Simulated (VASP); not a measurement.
Ga16As11P5, 64 atoms in the cell. The typed cell holds 64 atoms: a = 11.183 Å, b = 11.183 Å, c = 11.183 Å, α = 90.00°, β = 90.00°, γ = 90.00°. 

| Item | Value |
| --- | --- |
| Program | VASP 6.6.1 |
| Task | relaxation of volume and atoms at fixed shape |
| Functional | PBEsol |
| Potentials or basis | VASP PAW PBE potentials, release 64 (Ga_d, As, P) |
| Cutoff | 500 eV |
| k mesh | 1 × 1 × 1, shifted |
| Occupations | fermi-dirac, width 0.05 eV |
| Spin | no spin polarisation |
| Dipole correction | no |
| Further INCAR settings | LREAL = Auto; ALGO = Normal; EDIFF = 1e-07; ISYM = -1; IBRION = 2; EDIFFG = -0.03; NSW = 100; ISIF = 8 |

Potentials or basis: VASP PAW PBE potentials, release 64 (Ga_d, As, P).

Launch:

```sh
$ cat potpaw_PBE.64/Ga_d/POTCAR potpaw_PBE.64/As/POTCAR potpaw_PBE.64/P/POTCAR > POTCAR
$ mpirun -np 4 vasp_std > vasp.out
```

Hardware: 4 MPI ranks on Intel(R) Xeon(R) Platinum 8259CL CPU @ 2.50GHz (Skylake/Cascade Lake), with other jobs on the host.

How long does it take, and how much memory?

Wall time 45 min on 4 MPI ranks on Intel(R) Xeon(R) Platinum 8259CL CPU @ 2.50GHz (Skylake/Cascade Lake), with other jobs on the host, peak memory 0.54 GiB a rank. Counts: scf iterations 145, k points 1, ion steps 12.
